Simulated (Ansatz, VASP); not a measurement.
As3Se2: VASP beside Ansatz

INCAR

```
PREC = Accurate
ENCUT = 600
EDIFF = 1E-6
ISMEAR = 0
SIGMA = 0.1
LREAL = False
LASPH = True
NELM = 60
ALGO = Normal
ISIF = 3
LWAVE = False
LCHARG = False
GGA = PE
IBRION = 2
NSW = 90
EDIFFG = -0.04
```

File KPOINTS:

```
Automatic mesh
0
Gamma
  3 3 3
```

POSCAR

```
As3Se2
1.0
    3.3329400978      1.9242738626      6.0664514876
   -3.3329400978      1.9242738626      6.0664514876
    0.0000000000     -3.8485477254      6.0664514876
As Se
6 4
Direct
    0.0562500000      0.4437500000      0.7500000000
    0.7500000000      0.0562500000      0.4437500000
    0.4437500000      0.7500000000      0.0562500000
    0.9437500000      0.5562500000      0.2500000000
    0.2500000000      0.9437500000      0.5562500000
    0.5562500000      0.2500000000      0.9437500000
    0.8521800000      0.8521800000      0.8521800000
    0.6478200000      0.6478200000      0.6478200000
    0.1478200000      0.1478200000      0.1478200000
    0.3521800000      0.3521800000      0.3521800000
```

Input for Ansatz:

```yaml
crystal:
  lattice:
    - [3.3329400978, 1.9242738626, 6.0664514876]
    - [-3.3329400978, 1.9242738626, 6.0664514876]
    - [0.0, -3.8485477254, 6.0664514876]
  atoms:
    - { symbol: As, position: [0.05625, 0.44375, 0.75] }
    - { symbol: As, position: [0.75, 0.05625, 0.44375] }
    - { symbol: As, position: [0.44375, 0.75, 0.05625] }
    - { symbol: As, position: [0.94375, 0.55625, 0.25] }
    - { symbol: As, position: [0.25, 0.94375, 0.55625] }
    - { symbol: As, position: [0.55625, 0.25, 0.94375] }
    - { symbol: Se, position: [0.85218, 0.85218, 0.85218] }
    - { symbol: Se, position: [0.64782, 0.64782, 0.64782] }
    - { symbol: Se, position: [0.14782, 0.14782, 0.14782] }
    - { symbol: Se, position: [0.35218, 0.35218, 0.35218] }
basis:
  ecutwfc: 420
kpoints:
  mp_grid: { grid: [3, 3, 3] }
hamiltonian:
  xc: pbe
scf:
  occupations: { method: gaussian, width: 0.1 }
  lower_state_search: "off"
output:
  forces: true
  stress: true
  eigenvalues: true
relax:
  adjacent_minimum: "off"
  f_tol: 0.04
  max_steps: 70
  cell: { stress_tol: 0.4 }
```

Alike in both runs: task relaxation of cell and atoms; functional PBE; k mesh 3 × 3 × 3; occupations gaussian, width 0.1 eV; no spin polarisation.

|  | VASP | Ansatz |
| --- | --- | --- |
| version | VASP 6.6.1 | Ansatz 0.2.0 |
| potentials or method | VASP PAW PBE potentials, release 64 (As, Se), cutoff 600 eV | scalar-relativistic, plane waves, PAW |
| valence electrons in the cell | 54 | 154 |

|  | VASP | Ansatz | Ansatz less VASP |
| --- | --- | --- | --- |
| gap on the k mesh at the Fermi level, each at its own relaxed structure (eV) | none | none | - |
| relaxed volume (Å³/atom) | 23.87 | 23.94 | +0.062 |
| relaxed length of the cell vector where the two differ most in proportion (Å) | 6.626 | 6.702 | +0.0766 |

A gap of «none» marks a metal or a gap that the smearing closes. VASP's potentials hold 54 valence electrons a cell and Ansatz's 154, so a difference there can come from the potentials and not from the codes.

The k mesh is coarse, so the values compare programs but aren't converged.
